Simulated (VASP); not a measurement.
# Hf8O13 (P1) in VASP: single point with PBE

Aim: the single point of Hf8O13 with PBE.

All numbers are computed with VASP 6.6.1; they aren't measurements. Logs are shortened: lines on timing, memory, paths and dates and some standing lists are left out, and cuts for length are marked.

**1. The cell of the first run**

The typed cell holds 21 atoms: a = 7.276 Å, b = 7.256 Å, c = 7.343 Å, α = 59.26°, β = 59.32°, γ = 57.06°.

**2. Single point, PBE**

The input, INCAR:

```
SYSTEM = Hf8O13
PREC     = Accurate       ! precision mode
ENCUT    = 520            ! plane-wave cutoff, eV
EDIFF    = 1E-7           ! SCF threshold, eV
ISMEAR   = 0              ! smearing method
SIGMA    = 0.1            ! smearing width, eV
LREAL    = Auto         
LASPH    = .TRUE.         ! aspherical terms in the spheres
NELM     = 60             ! most SCF steps
ALGO     = Normal         ! electronic algorithm
ISIF     = 2              ! what is computed and relaxed
LWAVE    = .FALSE.        ! write WAVECAR
LCHARG   = .FALSE.        ! write CHGCAR
GGA      = PE             ! functional
ISYM     = 0            
NBANDS   = 95             ! bands
```

The input, KPOINTS:

```
Automatic mesh
0
Gamma
  2 2 2
  0.5 0.5 0.5
```

The input, POSCAR:

```
Hf8O13
1.0
   -5.2149418663      5.0717278024      0.1497386910
   -5.2021429638      0.1625375935      5.0558668904
   -0.0278318658      5.1936346276      5.1905726181
Hf O
8 13
Direct
    0.0039016637      0.0094021352      0.4827767636
    0.5210091104     -0.0068980871      0.4898194085
    0.9990791446      0.4961072255      0.4951391333
    1.0014114972      0.9983019148     -0.0116913611
    0.5060490344      0.4999788558      0.4858425700
    0.4884444345     -0.0108757033     -0.0083517629
   -0.0126012537      0.4885834800      0.9774249168
    0.5019274459      0.5042324734      0.9816371422
    0.4024656099      0.9113582370      0.3354601253
    0.9028338966      0.4066518910      0.3275104658
    0.8414248926      0.8451580862      0.9373536246
    0.3902227602      0.8939612594      0.8430598950
    0.3502949880      0.3455931259      0.9274588969
    0.5940199169      0.5916784847      0.1455076616
    0.1590930251      0.6524181140      0.1714042400
    0.6617288642      0.1647637739      0.1540726371
    0.6085173192      0.5894308382      0.6399248485
    0.0912428123      0.1004683571      0.1411267965
    0.1495732800      0.6521471798      0.6098544384
    0.6482261579      0.1427408151      0.5998611422
    0.0571545116      0.1229076653      0.6525874074
```

Potentials or basis: VASP PAW PBE potentials, release 64 (Hf_pv, O).

The run is started by

```bash
$ cat potpaw_PBE.64/Hf_pv/POTCAR potpaw_PBE.64/O/POTCAR > POTCAR
$ mpirun -np 1 vasp_std > vasp.out
```

OUTCAR:

```text
SYSTEM = Hf8O13
   PREC = Accurate
   ENCUT = 520
   EDIFF = 1E-7
   ISMEAR = 0
   LREAL = Auto
   LASPH = .TRUE.
   NELM = 60
   ISIF = 2
   GGA = PE
   ISYM = 0

 ion  position               nearest neighbor table
   1  0.004  0.009  0.483-  20 2.06  19 2.06  18 2.07  21 2.07  10 2.31   9 2.33  11 2.72   5 3.43
                             5 3.51   6 3.53   2 3.55   3 3.56   7 3.56   4 3.66   7 3.67   4 3.68
   2  0.521  0.993  0.490-  16 2.09  12 2.11   9 2.15  20 2.33  17 2.36  21 2.70   3 3.38   8 3.55
                             1 3.55   6 3.56   4 3.56   3 3.56   5 3.61   5 3.65   8 3.68   4 3.68
   3  0.999  0.496  0.495-  15 2.04  10 2.15  21 2.21  17 2.29  19 2.54   2 3.38   7 3.47   8 3.56
                             2 3.56   1 3.56   4 3.58   5 3.61   4 3.64   5 3.67   8 3.68   1 3.70
   4  0.001  0.998  0.988-  21 2.04  16 2.06  18 2.09  15 2.10  11 2.24  12 2.27   8 3.45   7 3.46
                             8 3.49   6 3.52   2 3.56   3 3.58   3 3.64   1 3.66   2 3.68   1 3.68
   5  0.506  0.500  0.486-  14 2.06  20 2.06  19 2.07  17 2.10  10 2.32   9 2.39  13 2.64   1 3.43
                             1 3.51   6 3.55   7 3.59   2 3.61   3 3.61   8 3.64   2 3.65   7 3.66
   6  0.488  0.989  0.992-  12 2.07  11 2.08  13 2.08   9 2.10  14 2.31  18 2.31  20 2.36   7 3.47
                             7 3.47   8 3.50   4 3.52   1 3.53   5 3.55   2 3.56   5 3.68   1 3.71
   7  0.987  0.489  0.977-  11 2.11  10 2.14  13 2.15  19 2.25  18 2.26  14 2.30   8 3.46   4 3.46
                             6 3.47   3 3.47   6 3.47   1 3.56   5 3.59   5 3.66   1 3.67   4 3.80
   8  0.502  0.504  0.982-  16 2.05  17 2.06  14 2.09  15 2.09  13 2.24  12 2.26   4 3.45   7 3.46
                             4 3.49   6 3.50   2 3.55   3 3.56   5 3.64   2 3.68   3 3.68   5 3.70
   9  0.402  0.911  0.335-   6 2.10   2 2.15   1 2.33   5 2.39
  10  0.903  0.407  0.328-   7 2.14   3 2.15   1 2.31   5 2.32
  11  0.841  0.845  0.937-   6 2.08   7 2.11   4 2.24   1 2.72
  12  0.390  0.894  0.843-   6 2.07   2 2.11   8 2.26   4 2.27
  13  0.350  0.346  0.927-   6 2.08   7 2.15   8 2.24   5 2.64
  14  0.594  0.592  0.146-   5 2.06   8 2.09   7 2.30   6 2.31
  15  0.159  0.652  0.171-   3 2.04   8 2.09   4 2.10
  16  0.662  0.165  0.154-   8 2.05   4 2.06   2 2.09
  17  0.609  0.589  0.640-   8 2.06   5 2.10   3 2.29   2 2.36
  18  0.091  0.100  0.141-   1 2.07   4 2.09   7 2.26   6 2.31
  19  0.150  0.652  0.610-   1 2.06   5 2.07   7 2.25   3 2.54
  20  0.648  0.143  0.600-   1 2.06   5 2.06   2 2.33   6 2.36
  21  0.057  0.123  0.653-   4 2.04   1 2.07   3 2.21   2 2.70

IMPORTANT INFORMATION: All symmetrisations will be switched off!
NOSYMM: (Re-)initialisation of all symmetry stuff for point group C_1.

----------------------------------------------------------------------------------------

                                     Primitive cell

  volume of cell :     264.7247

  direct lattice vectors                    reciprocal lattice vectors
    -5.214941866  5.071727802  0.149738691    -0.096004136  0.101469151 -0.102043784
[... 120 lines left out ...]
   IALGO  =     38    algorithm
   IMIX   =      4    mixing-type and parameters
     AMIX     =   0.40;   BMIX     =  1.00
     AMIX_MAG =   1.60;   BMIX_MAG =  1.00
  volume/ion in A,a.u.               =      12.61        85.07
  Fermi-wavevector in a.u.,A,eV,Ry     =   1.378359  2.604721 25.849354  1.899874
  Thomas-Fermi vector in A             =   2.503428
   LORBIT       =      0    0 simple, 1 ext, 2 COOP (PROOUT), +10 PAW based schemes
   GGA     = PE    functional components
   LHFCALC =     F    Hartree Fock is set to
   AEXX    =    0.0000 exact exchange contribution
   IVDW    =     0    specifies the selected vdW correction
   LEPSILON=     F    determine dielectric tensor
   LRPA    =     F    only Hartree local field effects (RPA)
 non-spin polarized calculation
 Gauss-broadening in eV      SIGMA  =   0.10
  energy-cutoff  :      520.00
  volume of cell :      264.72
 maximum number of plane-waves:      7132
 NGX is ok and might be reduce to    54
   NGX = 27   NGY = 27   NGZ = 27

 number of electron     158.0000003 magnetization

 Free energy of the ion-electron system (eV)
  ---------------------------------------------------
  ext. energy  EPLUGINS =         0.00000000
  ---------------------------------------------------
  free energy    TOTEN  =      -210.10867188 eV

  energy without entropy =     -210.10867157  energy(sigma->0) =     -210.10867172

 E-fermi :   6.3609     XC(G=0): -11.3503

 val. band max:        6.0220680026   @ k =  -0.2500  -0.2500   0.2500
 cond. band min:       6.7016162929   @ k =  -0.2500   0.2500   0.2500
 fundamental gap:      0.6795482903
 Fermi energy:         6.3609188278

 k-point     1 :       0.2500    0.2500    0.2500
  band No.  band energies     occupation
      1     -26.8268      2.00000
      2     -26.8105      2.00000
      3     -26.7698      2.00000
      4     -26.5612      2.00000
      5     -26.4480      2.00000
      6     -26.4125      2.00000
[... 365 lines left out ...]
     90       8.6094      0.00000
     91       8.6490      0.00000
 [bands above 91 left out]

------------------------ aborting loop because EDIFF is reached ----------------------------------------

  FORCE on cell =-STRESS in cart. coord.  units (eV):
  Direction    XX          YY          ZZ          XY          YZ          ZX
  --------------------------------------------------------------------------------------
  -------------------------------------------------------------------------------------
  Total       -4.1114664     -4.4188743     -4.4487570     -0.2844575      0.1993451     -0.1328091
  in kB      -24.8835835    -26.7440901    -26.9249476     -1.7216054      1.2064843     -0.8037926
  external PRESSURE =     -26.1842071 kB  Pullay stress =       0.0000000 kB

 VOLUME and BASIS-vectors are now :
 -----------------------------------------------------------------------------
  energy-cutoff  :      520.00
  volume of cell :      264.72
      direct lattice vectors                 reciprocal lattice vectors
    -5.214941866  5.071727802  0.149738691    -0.096004136  0.101469151 -0.102043784
    -5.202142964  0.162537593  5.055866890    -0.096505869 -0.102235912  0.101778758
    -0.027831866  5.193634628  5.190572618     0.096770896  0.096655483  0.096463356

 POSITION                                       TOTAL-FORCE (eV/Angst)
 -----------------------------------------------------------------------------------
     -0.08269      2.52868      2.55401        -0.093086     -0.005269      0.051255
     -7.89692      5.34778      7.64145         0.053075      0.016981     -0.030388
     -7.80474      7.71927      5.22791         0.057793     -0.122694     -0.101184
     -5.22818      5.30233     10.17738        -0.011377      0.060151      0.004119
     -5.25350      5.17110      5.12540        -0.077440      0.030044      0.015927
     -7.72037      7.78829     10.22124         0.049351      0.004309     -0.000418
[... 13 lines left out ...]
     -4.13972      6.42629      3.93237        -0.036577     -0.002904     -0.005172
     -0.95560      3.69915      4.01727         0.017983     -0.023790      0.030739
 -----------------------------------------------------------------------------------
    total drift:                               -0.008002      0.004591      0.017286

  FREE ENERGIE OF THE ION-ELECTRON SYSTEM (eV)
  ---------------------------------------------------
  free  energy   TOTEN  =      -210.1086718781 eV

  energy  without entropy=     -210.1086715651  energy(sigma->0) =     -210.10867172
```

OSZICAR:

```text
N       E                     dE             d eps       ncg     rms          rms(c)
DAV:   1     0.108342664607E+04    0.10834E+04   -0.88694E+04   760   0.165E+03
DAV:   2    -0.163588927090E+03   -0.12470E+04   -0.12090E+04   940   0.433E+02
DAV:   3    -0.244318214765E+03   -0.80729E+02   -0.80031E+02   880   0.975E+01
DAV:   4    -0.246093832125E+03   -0.17756E+01   -0.17651E+01   912   0.144E+01
DAV:   5    -0.246126821604E+03   -0.32989E-01   -0.32926E-01   904   0.185E+00    0.137E+02
DAV:   6    -0.210706046918E+03    0.35421E+02   -0.20286E+02   896   0.428E+01    0.111E+02
DAV:   7    -0.210177318228E+03    0.52873E+00   -0.12938E+01   888   0.135E+01    0.610E+01
DAV:   8    -0.210188432000E+03   -0.11114E-01   -0.10565E+00   928   0.390E+00    0.122E+01
DAV:   9    -0.210111739270E+03    0.76693E-01   -0.36695E-01   872   0.229E+00    0.516E+00
DAV:  10    -0.210108552648E+03    0.31866E-02   -0.41887E-02   888   0.751E-01    0.563E-01
DAV:  11    -0.210108460063E+03    0.92586E-04   -0.87703E-03   872   0.379E-01    0.607E-01
DAV:  12    -0.210108589546E+03   -0.12948E-03   -0.19296E-03   864   0.165E-01    0.873E-02
DAV:  13    -0.210108649242E+03   -0.59696E-04   -0.34304E-04   936   0.676E-02    0.959E-02
DAV:  14    -0.210108667569E+03   -0.18327E-04   -0.32446E-05   880   0.239E-02    0.237E-02
DAV:  15    -0.210108671700E+03   -0.41313E-05   -0.88670E-06   920   0.108E-02    0.281E-02
DAV:  16    -0.210108671698E+03    0.23083E-08   -0.15114E-06   896   0.513E-03    0.770E-03
DAV:  17    -0.210108671881E+03   -0.18300E-06   -0.34462E-07   720   0.214E-03    0.403E-03
DAV:  18    -0.210108671878E+03    0.27594E-08   -0.13441E-07   576   0.123E-03
   1 F= -.21010867E+03 E0= -.21010867E+03  d E =-.313013E-06
```

stdout:

```text
POSCAR found type information on POSCAR HfO
 POSCAR found :  2 types and      21 ions
 scaLAPACK will be used
 LDA part: xc-table for (Slater+PW92), standard interpolation
 POSCAR, INCAR and KPOINTS ok, starting setup
 FFT: planning ... GRIDC
 FFT: planning ... GRID_SOFT
 FFT: planning ... GRID
 WAVECAR not read
 entering main loop
```

Wall time 2.8 min (1 thread of Intel Xeon 6975P-C (Granite Rapids), shared host); peak memory 0.41 GiB.

What came out:

* Free energy: -210.1087 eV
* Pressure: -2.6 GPa
* Largest force: 0.169 eV/Å
* Band gap on the k mesh: 0.68 eV (least direct gap 0.74 eV)

Forces in eV/Å, atoms in the order of the input:
```
Hf  -0.093 -0.005  0.051
Hf   0.053  0.017 -0.030
Hf   0.058 -0.123 -0.101
Hf  -0.011  0.060  0.004
Hf  -0.077  0.030  0.016
Hf   0.049  0.004  0.000
Hf  -0.009  0.086  0.108
Hf  -0.015 -0.016  0.072
O    0.002 -0.018 -0.002
O    0.015  0.005 -0.028
O    0.049 -0.011 -0.019
O   -0.016  0.001 -0.014
O    0.036 -0.004 -0.029
O    0.004 -0.013 -0.008
O    0.011  0.015 -0.008
O   -0.008 -0.006 -0.016
O   -0.007  0.016 -0.001
O   -0.004 -0.017 -0.020
O   -0.017  0.006  0.000
O   -0.037 -0.003 -0.005
O    0.018 -0.024  0.031
```

Stress tensor (GPa, compression positive):
```
-2.49 -0.17 -0.08
-0.17 -2.67  0.12
-0.08  0.12 -2.69
```

Levels at points of the mesh, in eV from the valence-band top:
| k point | band 76 | band 77 | band 78 | band 79 | band 80 | band 81 | band 82 | band 83 |
| --- | --- | --- | --- | --- | --- | --- | --- | --- |
| (0.25, 0.25, 0.25) | -3.70 | -0.95 | -0.54 | -0.06 | 0.84 | 1.16 | 1.52 | 1.62 |

Caveat: spin-orbit coupling is left out, which moves the levels of the heavy elements; a shifted mesh leaves out Γ, where band edges can lie. A k mesh can miss the band edges.
